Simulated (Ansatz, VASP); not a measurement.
**CsPbBr3 in VASP and in Ansatz**

The input INCAR:

```
PREC = Accurate
ENCUT = 520
EDIFF = 1E-6
ISMEAR = -1
SIGMA = 0.02
LREAL = False
LASPH = True
NELM = 100
ALGO = Normal
ISIF = 2
LWAVE = False
LCHARG = False
GGA = PE
NBANDS = 30
```

KPOINTS

```
Automatic mesh
0
Gamma
  4 4 4
```

The input POSCAR:

```
CsPbBr3
1.0
    5.9429614561      0.0000000000      0.0000000000
    0.0000000000      5.9429614561      0.0000000000
    0.0000000000      0.0000000000      5.9429614561
Cs Pb Br
1 1 3
Direct
    0.0000000000      0.0000000000      0.0000000000
    0.5000000000      0.5000000000      0.5000000000
    0.5000000000      0.5000000000      0.0000000000
    0.5000000000      0.0000000000      0.5000000000
    0.0000000000      0.5000000000      0.5000000000
```

Input for Ansatz:

```yaml
crystal:
  lattice:
    - [5.9429614561, 0.0, 0.0]
    - [0.0, 5.9429614561, 0.0]
    - [0.0, 0.0, 5.9429614561]
  atoms:
    - { symbol: Cs, position: [0.0, 0.0, 0.0] }
    - { symbol: Pb, position: [0.5, 0.5, 0.5] }
    - { symbol: Br, position: [0.5, 0.5, 0.0] }
    - { symbol: Br, position: [0.5, 0.0, 0.5] }
    - { symbol: Br, position: [0.0, 0.5, 0.5] }
kpoints:
  mp_grid: { grid: [4, 4, 4] }
  band_path:
    path:
      - [[0.0, 0.0, 0.0], [-1.831414607315e-51, 0.5, -5.401151032775e-36], [0.5, 0.5, 9.181956755717e-35], [0.0, 0.0, 0.0], [0.5, 0.5, 0.5], [-1.831414607315e-51, 0.5, -5.401151032775e-36]]
      - [[0.5, 0.5, 0.5], [0.5, 0.5, 9.181956755717e-35]]
    npoints: 10
hamiltonian:
  xc: pbe
scf:
  occupations: { method: fermi_dirac, width: 0.02 }
  n_extra_bands: 5
output:
  forces: true
  stress: true
  eigenvalues: true
```

Alike in both runs: task single point; functional PBE; k mesh 4 × 4 × 4; occupations fermi-dirac, width 0.02 eV; no spin polarisation.

|  | VASP | Ansatz |
| --- | --- | --- |
| version | VASP 6.6.1 | Ansatz 0.2.0 |
| potentials or method | VASP PAW PBE potentials, release 64 (Cs_sv, Pb_d, Br) | plane waves, PAW |
| plane-wave cutoff (eV) | 520 | 420 |
| valence electrons in the cell | 44 | 44 |

```tsv
	VASP	Ansatz	Ansatz less VASP
gap on the k mesh at the Fermi level (eV)	1.67	1.67	-0.006
pressure (GPa)	0.7	0.7	+0.01
```

Neither program's run includes spin-orbit coupling.
